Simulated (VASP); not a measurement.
# InB3 (I4/mmm) in VASP: a series of runs

Runs on InB3. Level: PBE. Tasks: single point, relaxation of cell and atoms.

Program: VASP 6.6.1. These are calculated values, not measurements. Logs are shortened: lines on timing, memory, paths and dates and some standing lists are left out, and cuts for length are marked.

**1. The cell of the first run**

Symmetry: I4/mmm, No. 139, tetragonal system. The conventional cell has a = 3.305 Å, b = 3.305 Å, c = 8.560 Å, α = 90.00°, β = 90.00°, γ = 90.00°. In (site symmetry 4/mmm) has 12 B at 2.34 to 2.70 Å within 3.1 Å. B (site symmetry 4/mmm) has 4 In at 2.34 Å and 8 B at 2.70 Å within 3.1 Å. Within 3.1 Å of B (site symmetry -4m2) lie 8 B at 2.34 to 2.70 Å and 4 In at 2.70 Å.

**2. Single point, PBE**

Input file INCAR:

```
PREC = Accurate ; ENCUT = 520
EDIFF = 1E-7 ; ISMEAR = 0
SIGMA = 0.1 ; LREAL = F
LASPH = T ; NELM = 60
ALGO = Normal ; ISIF = 2
LWAVE = F ; LCHARG = F
GGA = PE ; NBANDS = 19
```

Input file KPOINTS:

```
regular mesh
0
Gamma
  8 8 8
```

Input file POSCAR:

```
InB3
1.0
   -1.6527350577      1.6527350577      4.2798311279
    1.6527350577     -1.6527350577      4.2798311279
    1.6527350577      1.6527350577     -4.2798311279
In B
1 3
Direct
    0.0000000000      0.0000000000      0.0000000000
    0.5000000000      0.5000000000      0.0000000000
    0.2500000000      0.7500000000      0.5000000000
    0.7500000000      0.2500000000      0.5000000000
```

Potentials or basis: VASP PAW PBE potentials, release 64 (In_d, B).

On the command line:

```
cat potpaw_PBE.64/In_d/POTCAR potpaw_PBE.64/B/POTCAR > POTCAR
mpirun -np 1 vasp_std > vasp.out
```

OUTCAR:

```text
PREC = Accurate
   ENCUT = 520
   EDIFF = 1E-7
   ISMEAR = 0
   LREAL = F
   LASPH = T
   NELM = 60
   ISIF = 2
   GGA = PE

 ion  position               nearest neighbor table
   1  0.000  0.000  0.000-   2 2.34   2 2.34   2 2.34   2 2.34   4 2.70   3 2.70   4 2.70   3 2.70
                             4 2.70   4 2.70   3 2.70   3 2.70
   2  0.500  0.500  0.000-   1 2.34   1 2.34   1 2.34   1 2.34
   3  0.250  0.750  0.500-   1 2.70   1 2.70   1 2.70   1 2.70
   4  0.750  0.250  0.500-   1 2.70   1 2.70   1 2.70   1 2.70

  LATTYP: Found a body centered tetragonal cell.
 ALAT       =     3.3054701154
 C/A-ratio  =     2.5895445903

  Lattice vectors:

 A1 = (  -1.6527350577,   1.6527350577,   4.2798311279)
 A2 = (   1.6527350577,  -1.6527350577,   4.2798311279)
 A3 = (   1.6527350577,   1.6527350577,  -4.2798311279)

Analysis of symmetry for initial positions (statically):
=====================================================================
 Subroutine PRICEL returns:
 Original cell was already a primitive cell.

 Routine SETGRP: Setting up the symmetry group for a
 body centered tetragonal supercell.

 Subroutine GETGRP returns: Found 16 space group operations
 (whereof 16 operations were pure point group operations)
 out of a pool of 16 trial point group operations.

The static configuration has the point symmetry D_4h.

Analysis of symmetry for dynamics (positions and initial velocities):
=====================================================================
 Subroutine PRICEL returns:
 Original cell was already a primitive cell.

 Routine SETGRP: Setting up the symmetry group for a
 body centered tetragonal supercell.

 Subroutine GETGRP returns: Found 16 space group operations
 (whereof 16 operations were pure point group operations)
 out of a pool of 16 trial point group operations.

The dynamic configuration has the point symmetry D_4h.

 Subroutine INISYM returns: Found 16 space group operations
 (whereof 16 operations are pure point group operations),
 and found     1 'primitive' translations

----------------------------------------------------------------------------------------

                                     Primitive cell

  volume of cell :      46.7620

  direct lattice vectors                    reciprocal lattice vectors
    -1.652735058  1.652735058  4.279831128     0.000000000  0.302528828  0.116827039
     1.652735058 -1.652735058  4.279831128     0.302528828  0.000000000  0.116827039
     1.652735058  1.652735058 -4.279831128     0.302528828  0.302528828  0.000000000

  length of vectors
     4.876476271  4.876476271  4.876476271     0.324302712  0.324302712  0.427840372

  position of ions in fractional coordinates (direct lattice)
     0.000000000  0.000000000  0.000000000
     0.500000000  0.500000000  0.000000000
     0.250000000  0.750000000  0.500000000
     0.750000000  0.250000000  0.500000000

  ion indices of the primitive-cell ions
   primitive index   ion index
                 1           1
                 2           2
                 3           3
                 4           4

----------------------------------------------------------------------------------------

 KPOINTS: regular mesh

Automatic generation of k-mesh.
 Grid dimensions read from file:
 generate k-points for:    8    8    8

 Generating k-lattice:

  Cartesian coordinates                     Fractional coordinates (reciprocal lattice)
     0.000000000  0.037816103  0.014603380     0.125000000  0.000000000  0.000000000
     0.037816103  0.000000000  0.014603380     0.000000000  0.125000000  0.000000000
     0.037816103  0.037816103  0.000000000     0.000000000  0.000000000  0.125000000

  Length of vectors
     0.040537839  0.040537839  0.053480046

  Shift w.r.t. Gamma in fractional coordinates (k-lattice)
     0.000000000  0.000000000  0.000000000

 Subroutine IBZKPT returns following result:
 ===========================================

 Found     59 irreducible k-points:

 Following reciprocal coordinates:
            Coordinates               Weight
  0.000000  0.000000  0.000000      1.000000
  0.125000  0.000000  0.000000      8.000000
  0.250000  0.000000  0.000000      8.000000
  0.375000  0.000000  0.000000      8.000000
  0.500000  0.000000  0.000000      4.000000
  0.125000  0.125000  0.000000      8.000000
[... 16 lines left out ...]
  0.250000  0.125000  0.125000     16.000000
  0.375000  0.125000  0.125000      8.000000
 [... further k-points ...]
   k-points           NKPTS =     59   k-points in BZ     NKDIM =     59   number of bands    NBANDS=     19
   number of dos      NEDOS =    301   number of ions     NIONS =      4
   total plane-waves  NPLWV =  46656
   dimension x,y,z NGX =    36 NGY =   36 NGZ =   36
   dimension x,y,z NGXF=    72 NGYF=   72 NGZF=   72
   ions per type =               1   3
   NGX,Y,Z   is equivalent  to a cutoff of  12.27, 12.27, 12.27 a.u.
   NGXF,Y,Z  is equivalent  to a cutoff of  24.55, 24.55, 24.55 a.u.
 SYSTEM =  unknown system
   PREC   = accura    normal or accurate (medium, high low for compatibility)
   ISTART =      0    job   : 0-new  1-cont  2-samecut
   ICHARG =      2    charge: 1-file 2-atom 10-const
   ISPIN  =      1    spin polarized calculation?
   LNONCOLLINEAR =      F non collinear calculations
   LSORBIT =      F    spin-orbit coupling
   LASPH  =      T    aspherical Exc in radial PAW
   ENCUT  =  520.0 eV  38.22 Ry    6.18 a.u.   9.07  9.07  9.07*2*pi/ulx,y,z
   NELM   =     60;   NELMIN=  2; NELMDL= -5     # of ELM steps
   EDIFF  = 0.1E-06   stopping-criterion for ELM
   LREAL  =      F    real-space projection
   EDIFFG = 0.1E-05   stopping-criterion for IOM
   NSW    =      0    number of steps for IOM
   IBRION =     -1    ionic relax: 0-MD 1-quasi-New 2-CG
   NFREE  =      0    steps in history (QN), initial steepest desc. (CG)
   ISIF   =      2    stress and relaxation
   ISYM   =      2    0-nonsym 1-usesym 2-fastsym
   POTIM  = 0.5000    time-step for ionic-motion
   TEBEG  =    0.0;   TEEND  =   0.0 temperature during run
   PSTRESS=    0.0 pullay stress
   NELECT =      22.0000    total number of electrons
   NUPDOWN=      -1.0000    fix difference up-down
   EMIN   =  10.00;   EMAX   =-10.00  energy-range for DOS
   EFERMI =   0.00;   METHOD = LEGACY
   ISMEAR =     0;   SIGMA  =   0.10  broadening in eV -4-tet -1-fermi 0-gaus
   EFERMI_NEDOS =   21; number of points for ismear=-14 and -15
   IALGO  =     38    algorithm
   IMIX   =      4    mixing-type and parameters
     AMIX     =   0.40;   BMIX     =  1.00
     AMIX_MAG =   1.60;   BMIX_MAG =  1.00
  volume/ion in A,a.u.               =      11.69        78.89
  Fermi-wavevector in a.u.,A,eV,Ry     =   1.273263  2.406118 22.057737  1.621198
  Thomas-Fermi vector in A             =   2.406096
   LORBIT       =      0    0 simple, 1 ext, 2 COOP (PROOUT), +10 PAW based schemes
   GGA     = PE    functional components
   LHFCALC =     F    Hartree Fock is set to
   AEXX    =    0.0000 exact exchange contribution
   IVDW    =     0    specifies the selected vdW correction
   LEPSILON=     F    determine dielectric tensor
   LRPA    =     F    only Hartree local field effects (RPA)
 non-spin polarized calculation
 Gauss-broadening in eV      SIGMA  =   0.10
  energy-cutoff  :      520.00
  volume of cell :       46.76
 maximum number of plane-waves:      1276
   NGX = 19   NGY = 19   NGZ = 19

 number of electron      22.0000005 magnetization

 Free energy of the ion-electron system (eV)
  ---------------------------------------------------
  ext. energy  EPLUGINS =         0.00000000
  ---------------------------------------------------
  free energy    TOTEN  =       -14.62253032 eV

  energy without entropy =      -14.61774097  energy(sigma->0) =      -14.62013565

 E-fermi :   7.6011     XC(G=0): -11.4520

 val. band max:        7.5645469466   @ k =  -0.1250   0.1250   0.1250
 cond. band min:       7.6687958085   @ k =  -0.2500   0.3750   0.2500
 fundamental gap:      0.1042488619
 Fermi energy:         7.6011455480

 k-point     1 :       0.0000    0.0000    0.0000
  band No.  band energies     occupation
      1      -7.3032      2.00000
      2      -7.2780      2.00000
      3      -6.9276      2.00000
      4      -6.9196      2.00000
      5      -6.9196      2.00000
      6      -5.4093      2.00000
[... 11 lines left out ...]
     18      14.9297      0.00000
     19      17.0401      0.00000

 k-point     2 :       0.1250    0.0000    0.0000
  band No.  band energies     occupation
      1      -7.2873      2.00000
      2      -7.2232      2.00000
      3      -6.9670      2.00000
      4      -6.9561      2.00000
      5      -6.9149      2.00000
      6      -5.1866      2.00000
[... 11 lines left out ...]
     18      14.6052      0.00000
     19      17.1258      0.00000

 k-point     3 :       0.2500    0.0000    0.0000
  band No.  band energies     occupation
      1      -7.2717      2.00000
      2      -7.0809      2.00000
      3      -7.0599      2.00000
      4      -7.0375      2.00000
      5      -6.9034      2.00000
      6      -4.4995      2.00000
[... 11 lines left out ...]
     18      14.1104      0.00000
     19      17.5966      0.00000

 k-point     4 :       0.3750    0.0000    0.0000
  band No.  band energies     occupation
      1      -7.2581      2.00000
      2      -7.1501      2.00000
      3      -7.1358      2.00000
      4      -6.9246      2.00000
      5      -6.8921      2.00000
      6      -3.3342      2.00000
[... 407 lines left out ...]
     18      15.9401      0.00000
     19      17.4037      0.00000

 k-point    23 :       0.2500    0.1250    0.1250
  band No.  band energies     occupation
      1      -7.3388      2.00000
      2      -7.1064      2.00000
      3      -7.0479      2.00000
      4      -7.0006      2.00000
      5      -6.8719      2.00000
      6      -2.5083      2.00000
[... 11 lines left out ...]
     18      15.8320      0.00000
     19      16.4701      0.00000

 k-point    24 :       0.3750    0.1250    0.1250
  band No.  band energies     occupation
      1      -7.3812      2.00000
      2      -7.1369      2.00000
      3      -7.0403      2.00000
      4      -6.9946      2.00000
      5      -6.8101      2.00000
      6      -0.9758      2.00000
[... 11 lines left out ...]
     18      15.3086      0.00000
     19      15.9688      0.00000

 [... further k-points ...]

------------------------ aborting loop because EDIFF is reached ----------------------------------------

  FORCE on cell =-STRESS in cart. coord.  units (eV):
  Direction    XX          YY          ZZ          XY          YZ          ZX
  --------------------------------------------------------------------------------------
  -------------------------------------------------------------------------------------
  Total        0.0219014      0.0219014     -0.0385272      0.0000000     -0.0000000      0.0000000
  in kB        0.7503941      0.7503941     -1.3200335      0.0000000     -0.0000000      0.0000000
  external PRESSURE =       0.0602516 kB  Pullay stress =       0.0000000 kB

 VOLUME and BASIS-vectors are now :
 -----------------------------------------------------------------------------
  energy-cutoff  :      520.00
  volume of cell :       46.76
      direct lattice vectors                 reciprocal lattice vectors
    -1.652735058  1.652735058  4.279831128     0.000000000  0.302528828  0.116827039
     1.652735058 -1.652735058  4.279831128     0.302528828  0.000000000  0.116827039
     1.652735058  1.652735058 -4.279831128     0.302528828  0.302528828  0.000000000

 POSITION                                       TOTAL-FORCE (eV/Angst)
 -----------------------------------------------------------------------------------
      0.00000      0.00000      0.00000        -0.000000      0.000000      0.000000
      0.00000      0.00000      4.27983        -0.000000      0.000000      0.000000
      1.65274      0.00000      2.13992        -0.000000      0.000000     -0.000000
      0.00000      1.65274      2.13992         0.000000     -0.000000     -0.000000
 -----------------------------------------------------------------------------------
    total drift:                               -0.000000      0.000000      0.000000

  FREE ENERGIE OF THE ION-ELECTRON SYSTEM (eV)
  ---------------------------------------------------
  free  energy   TOTEN  =       -14.6225303172 eV

  energy  without entropy=      -14.6177409736  energy(sigma->0) =      -14.62013565
```

Wall time 55 s (1 thread of Intel Xeon Platinum 8259CL at 2.50GHz (Skylake/Cascade Lake), shared host); peak memory 0.22 GiB.

Results:

```
Free energy            : -14.6225 eV
Pressure               : 0.0 GPa
Band gap on the k mesh : zero (bands 11 and 12 overlap by 4.27 eV)
```

Stress tensor (GPa, compression positive):
```
 0.08  0.00  0.00
 0.00  0.08  0.00
 0.00  0.00 -0.13
```

Caveat: spin-orbit coupling is left out, which moves the levels of the heavy elements.

**3. Relaxation of cell and atoms, PBE**

This run uses another cell than the first one, of 10.96 Å³/atom.

Input file INCAR:

```
ALGO     = Normal         # electronic algorithm
EDIFF    = 1E-6           # SCF threshold, eV
EDIFFG   = -0.04          # ionic threshold
ENCUT    = 600            # plane-wave cutoff, eV
GGA      = PE             # functional
IBRION   = 2              # ionic algorithm
ISIF     = 3              # what is computed and relaxed
ISMEAR   = 0              # smearing method
LASPH    = T              # aspherical terms in the spheres
LCHARG   = F              # write CHGCAR
LREAL    = F              # projectors in reciprocal space
LWAVE    = F              # write WAVECAR
NELM     = 100            # most SCF steps
NSW      = 90             # ionic steps
PREC     = Accurate       # precision mode
SIGMA    = 0.1            # smearing width, eV
```

Input file KPOINTS:

```
k-points
0
Gamma
  8 8 8
```

Input file POSCAR:

```
InB3
1.0
   -1.6990995418      1.6990995418      3.7953911843
    1.6990995418     -1.6990995418      3.7953911843
    1.6990995418      1.6990995418     -3.7953911843
In B
1 3
Direct
    0.0000000000      0.0000000000      0.0000000000
    0.5000000000      0.5000000000      0.0000000000
    0.2500000000      0.7500000000      0.5000000000
    0.7500000000      0.2500000000      0.5000000000
```

Potentials or basis: VASP PAW PBE potentials, release 64 (In_d, B).

On the command line:

```
cat potpaw_PBE.64/In_d/POTCAR potpaw_PBE.64/B/POTCAR > POTCAR
mpirun -np 1 vasp_std > vasp.out
```

Run time: 5.2 min. Hardware: 1 thread of Intel Xeon Platinum 8259CL at 2.50GHz (Skylake/Cascade Lake), shared host; peak memory 0.23 GiB.

It converged, with:

```yaml
Free_energy: -14.6223 eV
Relaxed_volume: 11.70 Å³/atom
Relaxed_cell: a = 4.875 Å, b = 4.875 Å, c = 4.875 Å, α = 140.35°, β = 140.35°, γ = 57.32°
Space_group_after_relaxing_to_0.1_Å: I4/mmm (No. 139)
Energy_gained_by_relaxing: 43.2 meV/atom
Ionic_steps: 10
Pressure_after_relaxing: 0.0 GPa
Band_gap_on_the_k_mesh: zero (bands 11 and 12 overlap by 4.27 eV)
```

The path:
| step | energy change (eV) | largest force (eV/Å) | pressure (GPa) | volume (Å³) |
| --- | --- | --- | --- | --- |
| 1 | 0.0000 | 0.0000 | 6.20 | 43.83 |
| 2 | -0.0676 | 0.0000 | -0.65 | 46.57 |
| 3 | -0.0685 | 0.0000 | -1.62 | 47.02 |
| 4 | -0.1069 | 0.0000 | -2.16 | 47.29 |
| 5 | -0.1636 | 0.0000 | -2.51 | 47.92 |
| 6 | -0.1618 | 0.0000 | 2.76 | 45.87 |
| 7 | -0.1716 | 0.0000 | -0.12 | 46.93 |
| 8 | -0.1723 | 0.0000 | -0.12 | 46.87 |
| 9 | -0.1722 | 0.0000 | 0.08 | 46.68 |
| 10 | -0.1729 | 0.0000 | -0.02 | 46.79 |

Final structure:
```
CELL_PARAMETERS angstrom
-1.65351 1.65351 4.27806
1.65351 -1.65351 4.27806
1.65351 1.65351 -4.27806
ATOMIC_POSITIONS crystal
In 0.00000 0.00000 0.00000
B 0.50000 0.50000 0.00000
B 0.25000 0.75000 0.50000
B 0.75000 0.25000 0.50000
```

Levels at points of the mesh, in eV from the Fermi level:
```csv
k point,band 8,band 9,band 10,band 11,band 12,band 13,band 14,band 15
"(0.00, 0.00, 0.00)",-5.11,-0.76,-0.76,-0.46,-0.46,0.57,2.71,3.77
"(0.50, 0.00, 0.00)",-5.94,-5.06,0.80,1.15,1.20,1.62,3.64,3.69
"(0.50, 0.50, 0.00)",-5.43,-5.10,-4.57,-3.56,-0.71,0.75,1.02,1.32
"(0.50, 0.50, 0.50)",-2.41,-2.41,0.39,1.68,1.88,1.88,2.53,3.36
```

Caveat: spin-orbit coupling is left out, which moves the levels of the heavy elements.
